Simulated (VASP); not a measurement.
Here is a VASP 6.6.1 calculation.

File INCAR:

```
SYSTEM = CuO3
  PREC = Accurate
  ENCUT = 520
  EDIFF = 1E-6
  ISMEAR = -1
  SIGMA = 0.06122561905347299
  LREAL = .False.
  LASPH = .True.
  NELM = 60
  ALGO = Normal
  ISIF = 2
  LWAVE = .False.
  LCHARG = .False.
  GGA = PE
  NBANDS = 22
```

File KPOINTS:

```
regular mesh
0
Gamma
  29 29 29
  0 0 0
```

Contents of POSCAR:

```
CuO3
1.0
    3.7325773562      0.0000000000      0.0000000000
    0.0000000000      3.7325773562      0.0000000000
    0.0000000000      0.0000000000      3.7325773562
Cu O
1 3
Direct
    0.0000000000      0.0000000000      0.0000000000
    0.5000000000      0.0000000000      0.0000000000
    0.0000000000      0.5000000000      0.0000000000
    0.0000000000      0.0000000000      0.5000000000
```

Potentials or basis: VASP PAW PBE potentials, release 64 (Cu, O).

Launch:

```bash
$ cat potpaw_PBE.64/Cu/POTCAR potpaw_PBE.64/O/POTCAR > POTCAR
$ mpirun -np 1 vasp_std > vasp.out
```

(1) Estimate the pressure.

(2) Predict the band gap on the k mesh.

## Answers

(1) 0.9 GPa.

(2) zero (an odd number of electrons rules out a gap without spin polarisation).

Caveat: an odd number of electrons without spin polarisation forces a metal; a magnetic or distorted state may lie lower; semilocal functionals often make such compounds metallic where correlation or magnetic order opens a gap, which also shifts bond lengths.
